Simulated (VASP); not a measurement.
# KAl12 in VASP: a series of runs, part 2 of 2

VASP 6.6.1. Earlier steps stand in the parts before.

## (4) Single point, PBE

Contents of INCAR:

```
SYSTEM = KAl12
  ALGO = Normal
  EDIFF = 1E-6
  ENCUT = 520
  GGA = PE
  ISIF = 2
  ISMEAR = 0
  LASPH = .TRUE.
  LCHARG = .FALSE.
  LREAL = .FALSE.
  LWAVE = .FALSE.
  NBANDS = 34
  NELM = 60
  PREC = Accurate
  SIGMA = 0.1
```

Contents of KPOINTS:

```
k-points
0
G
  3 3 1
  0 0 0
```

Contents of POSCAR:

```
KAl12
1.0
    5.7275650000      0.0000000000      0.0000000000
    2.8637820000      4.9602170000      0.0000000000
    0.0000000000      0.0000000000     15.6765370000
Al K
12 1
Direct
    0.1666666208      0.1666667003      0.0637895984
    0.6666667081      0.1666667003      0.0637895984
    0.1666666712      0.6666665995      0.0637895984
    0.6666667585      0.6666665995      0.0637895984
   -0.1692182165      0.3344714556      0.2147356269
    0.3347486236      0.3322981636      0.2146591432
   -0.1681162864      0.8343030154      0.2132384850
    0.3347990123      0.8332746329      0.2155225354
   -0.0016058297      0.0061158615      0.3620332092
    0.4983945631      0.0006235614      0.3706922007
   -0.0020389304      0.4960105576      0.3612512764
    0.4975980984      0.5017744183      0.3681774872
    1.0455822363     -0.2790412194      0.5503118450
```

Potentials or basis: VASP PAW PBE potentials, release 64 (Al, K_sv).

Command:

```bash
cat potpaw_PBE.64/Al/POTCAR potpaw_PBE.64/K_sv/POTCAR > POTCAR
mpirun -np 1 vasp_std > vasp.out
```

OUTCAR:

```text
SYSTEM = KAl12
   EDIFF = 1E-6
   ENCUT = 520
   GGA = PE
   ISIF = 2
   ISMEAR = 0
   LASPH = .TRUE.
   LREAL = .FALSE.
   NELM = 60
   PREC = Accurate

 ion  position               nearest neighbor table
   1  0.167  0.167  0.064-   2 2.86   4 2.86   3 2.86   3 2.86   2 2.86   4 2.86   6 2.89   5 2.89
                             8 2.90
   2  0.667  0.167  0.064-   1 2.86   4 2.86   3 2.86   3 2.86   4 2.86   1 2.86   7 2.86   6 2.88
                             5 2.88
   3  0.167  0.667  0.064-   4 2.86   1 2.86   2 2.86   2 2.86   1 2.86   4 2.86   7 2.87   6 2.89
                             8 2.90
   4  0.667  0.667  0.064-   3 2.86   1 2.86   2 2.86   2 2.86   3 2.86   1 2.86   7 2.87   5 2.88
                             8 2.89
   5  0.831  0.334  0.215-  11 2.82   9 2.83   6 2.85   8 2.85   7 2.86   7 2.87   8 2.88   6 2.88
                             2 2.88   4 2.88   1 2.89  12 2.92
   6  0.335  0.332  0.215-  11 2.84   5 2.85   7 2.85   8 2.86   8 2.87   7 2.88   5 2.88   2 2.88
                             1 2.89   3 2.89  12 2.92  10 2.95
   7  0.832  0.834  0.213-   6 2.85   8 2.85   5 2.86  11 2.86   2 2.86   5 2.87   4 2.87   3 2.87
                             9 2.87   8 2.88   6 2.88  10 2.97
   8  0.335  0.833  0.216-   9 2.84   5 2.85   7 2.85   6 2.86   6 2.87   7 2.88   5 2.88   4 2.89
                             1 2.90   3 2.90  12 2.90  10 2.93
   9  0.998  0.006  0.362-  11 2.80   5 2.83   8 2.84  10 2.85  12 2.86   7 2.87  12 2.88  10 2.88
                            11 2.92  13 3.32
  10  0.498  0.001  0.371-   9 2.85  11 2.86  12 2.86  12 2.87  11 2.88   9 2.88   8 2.93   6 2.95
                             7 2.97
  11  0.998  0.496  0.361-   9 2.80   5 2.82   6 2.84  12 2.85  10 2.86   7 2.86  10 2.88  12 2.88
                             9 2.92  13 3.30
  12  0.498  0.502  0.368-  11 2.85   9 2.86  10 2.86  10 2.87   9 2.88  11 2.88   8 2.90   6 2.92
                             5 2.92
  13  0.046  0.721  0.550-  11 3.30   9 3.32

  LATTYP: Found a hexagonal cell.
 ALAT       =     5.7275649303
 C/A-ratio  =     2.7370334847

  Lattice vectors:

 A1 = (  -2.8637820000,  -4.9602170000,   0.0000000000)
[... 165 lines left out ...]
  volume of cell :      445.37
 maximum number of plane-waves:     12018
 NGX is ok and might be reduce to    42
   NGX = 21   NGY = 21   NGZ = 59

 number of electron      44.9999999 magnetization

 Free energy of the ion-electron system (eV)
  ---------------------------------------------------
  ext. energy  EPLUGINS =         0.00000000
  ---------------------------------------------------
  free energy    TOTEN  =       -43.92330555 eV

  energy without entropy =      -43.88480686  energy(sigma->0) =      -43.90405620

 E-fermi :   2.4202     XC(G=0):  -6.3839

 val. band max:        2.3230434984   @ k =   0.0000   0.0000   0.0000
 cond. band min:       2.5390914577   @ k =   0.3333   0.0000   0.0000
 fundamental gap:      0.2160479593
 Fermi energy:         2.4202467540

 k-point     1 :       0.0000    0.0000    0.0000
  band No.  band energies     occupation
      1     -29.9703      2.00000
      2     -13.4724      2.00000
      3     -13.4594      2.00000
      4     -13.4533      2.00000
      5      -7.8188      2.00000
      6      -6.1001      2.00000
[... 174 lines left out ...]
     33       5.4567      0.00000
     34       5.4778      0.00000

------------------------ aborting loop because EDIFF is reached ----------------------------------------

  FORCE on cell =-STRESS in cart. coord.  units (eV):
  Direction    XX          YY          ZZ          XY          YZ          ZX
  --------------------------------------------------------------------------------------
  -------------------------------------------------------------------------------------
  Total       -3.4809638     -3.2535647     -0.5660149      0.2091082     -0.0014088      0.0021986
  in kB      -12.5224486    -11.7044010     -2.0361869      0.7522476     -0.0050679      0.0079093
  external PRESSURE =      -8.7543455 kB  Pullay stress =       0.0000000 kB

 VOLUME and BASIS-vectors are now :
 -----------------------------------------------------------------------------
  energy-cutoff  :      520.00
  volume of cell :      445.37
      direct lattice vectors                 reciprocal lattice vectors
     5.727565000  0.000000000  0.000000000     0.174594265 -0.100802024  0.000000000
     2.863782000  4.960217000  0.000000000     0.000000000  0.201604083  0.000000000
     0.000000000  0.000000000 15.676537000     0.000000000  0.000000000  0.063789598

 POSITION                                       TOTAL-FORCE (eV/Angst)
 -----------------------------------------------------------------------------------
      1.43189      0.82670      1.00000         0.068044     -0.031849     -0.025411
      4.29567      0.82670      1.00000        -0.067634     -0.025414      0.006182
      2.86378      3.30681      1.00000         0.002715     -0.008862     -0.019988
      5.72757      3.30681      1.00000        -0.005727      0.068589      0.002839
      5.71621      1.65905      3.36631         0.000006      0.000147      0.016672
      2.86892      1.64827      3.36511         0.000497     -0.000181      0.023659
      7.15393      4.13832      3.34284         0.000131     -0.000020      0.019077
      4.30390      4.13322      3.37865        -0.000455     -0.000752      0.017295
      5.73588      0.03034      5.67543         0.001598     -0.000750     -0.010955
      2.85637      0.00309      5.81117         0.002037      0.002602     -0.011333
      7.13635      2.46032      5.66317         0.003320     -0.004470     -0.007054
      4.28700      2.48891      5.77175        -0.001078     -0.001842     -0.011177
      2.32574      3.57611      8.62698        -0.003455      0.002802      0.000194
 -----------------------------------------------------------------------------------
    total drift:                                0.000089     -0.000072      0.000317

  FREE ENERGIE OF THE ION-ELECTRON SYSTEM (eV)
  ---------------------------------------------------
  free  energy   TOTEN  =       -43.9233055495 eV

  energy  without entropy=      -43.8848068551  energy(sigma->0) =      -43.90405620
```

OSZICAR:

```text
N       E                     dE             d eps       ncg     rms          rms(c)
DAV:   1     0.151737651014E+03    0.15174E+03   -0.15142E+04   340   0.991E+02
DAV:   2    -0.345015966227E+02   -0.18624E+03   -0.17789E+03   442   0.188E+02
DAV:   3    -0.470512664721E+02   -0.12550E+02   -0.12355E+02   504   0.409E+01
[... 12 lines left out ...]
DAV:  16    -0.439232097522E+02   -0.10678E-03   -0.16652E-04   450   0.286E-02    0.848E-03
DAV:  17    -0.439232968944E+02   -0.87142E-04   -0.12439E-04   356   0.252E-02    0.499E-03
DAV:  18    -0.439233028943E+02   -0.60000E-05   -0.25095E-05   408   0.112E-02    0.213E-03
DAV:  19    -0.439233050730E+02   -0.21787E-05   -0.49419E-06   316   0.538E-03    0.102E-03
DAV:  20    -0.439233055495E+02   -0.47648E-06   -0.13665E-06   312   0.313E-03
   1 F= -.43923306E+02 E0= -.43904056E+02  d E =-.384987E-01
```

Run time: 81 s. Hardware: 1 thread of Intel Xeon 6975P-C (Granite Rapids), shared host; peak memory 0.55 GiB.

What came out:

```yaml
Free_energy: -43.9233 eV
Largest_force: 0.079 eV/Å
```

Forces on the atoms (eV/Å):
```
Al   0.068 -0.032 -0.025
Al  -0.068 -0.025  0.006
Al   0.003 -0.009 -0.020
Al  -0.006  0.069  0.003
Al   0.000  0.000  0.017
Al   0.000  0.000  0.024
Al   0.000  0.000  0.019
Al   0.000 -0.001  0.017
Al   0.002 -0.001 -0.011
Al   0.002  0.003 -0.011
Al   0.003 -0.004 -0.007
Al  -0.001 -0.002 -0.011
K   -0.003  0.003  0.000
```

Caveat: the k points lie up to 0.42 Å⁻¹ apart.

## (5) Single point, PBE

Contents of INCAR:

```
SYSTEM = KAl12
ALGO = Normal
EDIFF = 1E-7
ENCUT = 520
GGA = PE
ISIF = 2
ISMEAR = 0
LASPH = .True.
LCHARG = .True.
LELF = .True.
LREAL = .False.
LVHAR = .True.
LWAVE = .False.
NBANDS = 34
NELM = 60
PREC = Accurate
SIGMA = 0.1
```

Contents of KPOINTS:

```
k-points
0
Gamma
  3 3 1
  0 0 0
```

Contents of POSCAR:

```
KAl12
1.0
    5.7275650000      0.0000000000      0.0000000000
    2.8637820000      4.9602170000      0.0000000000
    0.0000000000      0.0000000000     15.6765370000
Al K
12 1
Direct
    0.1666666208      0.1666667003      0.0637895984
    0.6666667081      0.1666667003      0.0637895984
    0.1666666712      0.6666665995      0.0637895984
    0.6666667585      0.6666665995      0.0637895984
   -0.1671008708      0.3325812157      0.2155689742
    0.3341725175      0.3317864924      0.2141617757
   -0.1681388102      0.8341427401      0.2142637114
    0.3339359873      0.8339614981      0.2152097750
   -0.0011782387      0.0028942282      0.3643996758
    0.4996738776     -0.0005072359      0.3715837241
   -0.0027868100      0.4971861110      0.3621882180
    0.5034485927      0.4984836349      0.3640193622
    1.1553276733     -0.3524333714      0.5502734437
```

Potentials or basis: VASP PAW PBE potentials, release 64 (Al, K_sv).

Command:

```bash
cat potpaw_PBE.64/Al/POTCAR potpaw_PBE.64/K_sv/POTCAR > POTCAR
mpirun -np 1 vasp_std > vasp.out
```

OUTCAR:

```text
SYSTEM = KAl12
   EDIFF = 1E-7
   ENCUT = 520
   GGA = PE
   ISIF = 2
   ISMEAR = 0
   LASPH = .True.
   LREAL = .False.
   NELM = 60
   PREC = Accurate

 ion  position               nearest neighbor table
   1  0.167  0.167  0.064-   2 2.86   4 2.86   3 2.86   3 2.86   2 2.86   4 2.86   6 2.88   8 2.89
                             5 2.90
   2  0.667  0.167  0.064-   1 2.86   4 2.86   3 2.86   3 2.86   4 2.86   1 2.86   6 2.88   7 2.88
                             5 2.89
   3  0.167  0.667  0.064-   4 2.86   1 2.86   2 2.86   2 2.86   1 2.86   4 2.86   6 2.88   7 2.88
                             8 2.90
   4  0.667  0.667  0.064-   3 2.86   1 2.86   2 2.86   2 2.86   3 2.86   1 2.86   7 2.88   8 2.89
                             5 2.90
   5  0.833  0.333  0.216-  11 2.82  12 2.84   9 2.85   7 2.86   6 2.86   8 2.86   8 2.86   6 2.87
                             7 2.87   2 2.89   1 2.90   4 2.90
   6  0.334  0.332  0.214-   7 2.85   8 2.85   5 2.86  11 2.86   5 2.87   8 2.88   2 2.88   7 2.88
                             1 2.88  12 2.88   3 2.88  10 2.97
[... 394 lines left out ...]

  FORCE on cell =-STRESS in cart. coord.  units (eV):
  Direction    XX          YY          ZZ          XY          YZ          ZX
  --------------------------------------------------------------------------------------
  -------------------------------------------------------------------------------------
  Total       -3.3084880     -3.3921490     -0.5591970      0.0501322      0.0127693      0.0185964
  in kB      -11.9019827    -12.2029455     -2.0116599      0.1803460      0.0459362      0.0668989
  external PRESSURE =      -8.7055294 kB  Pullay stress =       0.0000000 kB

 VOLUME and BASIS-vectors are now :
 -----------------------------------------------------------------------------
  energy-cutoff  :      520.00
  volume of cell :      445.37
      direct lattice vectors                 reciprocal lattice vectors
     5.727565000  0.000000000  0.000000000     0.174594265 -0.100802024  0.000000000
     2.863782000  4.960217000  0.000000000     0.000000000  0.201604083  0.000000000
     0.000000000  0.000000000 15.676537000     0.000000000  0.000000000  0.063789598

 POSITION                                       TOTAL-FORCE (eV/Angst)
 -----------------------------------------------------------------------------------
      1.43189      0.82670      1.00000         0.080853     -0.045438      0.011474
      4.29567      0.82670      1.00000        -0.081475     -0.047965      0.019108
      2.86378      3.30681      1.00000        -0.004085     -0.001843     -0.005335
      5.72757      3.30681      1.00000         0.001908      0.092996      0.010209
      5.72292      1.64967      3.37938         0.000468      0.000212     -0.018551
      2.86416      1.64573      3.35732        -0.000018     -0.000577     -0.011428
      7.15334      4.13753      3.35891        -0.000418      0.000242     -0.011295
      4.30092      4.13663      3.37374         0.000371      0.000127     -0.014009
      5.72910      0.01436      5.71253        -0.001286     -0.000347     -0.001366
      5.72424      4.95770      5.82515         0.002711      0.001006      0.004289
      7.13544      2.46615      5.67786         0.000024      0.000655      0.001525
      4.31108      2.47259      5.70656        -0.001147      0.000320      0.002921
      2.74414      3.21207      8.62638         0.002093      0.000612      0.012459
 -----------------------------------------------------------------------------------
    total drift:                                0.000041     -0.000033      0.000225

  FREE ENERGIE OF THE ION-ELECTRON SYSTEM (eV)
  ---------------------------------------------------
  free  energy   TOTEN  =       -43.9228154105 eV

  energy  without entropy=      -43.8848967884  energy(sigma->0) =      -43.90385610
```

stdout:

```text
POSCAR found type information on POSCAR AlK
 POSCAR found :  2 types and      13 ions
 scaLAPACK will be used
 LDA part: xc-table for (Slater+PW92), standard interpolation
 POSCAR, INCAR and KPOINTS ok, starting setup
 FFT: planning ... GRIDC
 FFT: planning ... GRID_SOFT
 FFT: planning ... GRID
 WAVECAR not read
 entering main loop
```

Run time: 98 s. Hardware: 1 thread of Intel Xeon 6975P-C (Granite Rapids), shared host; peak memory 0.61 GiB.

What came out:

* Free energy: -43.9228 eV
* Largest force: 0.096 eV/Å

Forces in eV/Å, atoms in the order of the input:
```
Al   0.081 -0.045  0.011
Al  -0.081 -0.048  0.019
Al  -0.004 -0.002 -0.005
Al   0.002  0.093  0.010
Al   0.000  0.000 -0.019
Al   0.000 -0.001 -0.011
Al   0.000  0.000 -0.011
Al   0.000  0.000 -0.014
Al  -0.001  0.000 -0.001
Al   0.003  0.001  0.004
Al   0.000  0.001  0.002
Al  -0.001  0.000  0.003
K    0.002  0.001  0.012
```

Caveat: the k points lie up to 0.42 Å⁻¹ apart.
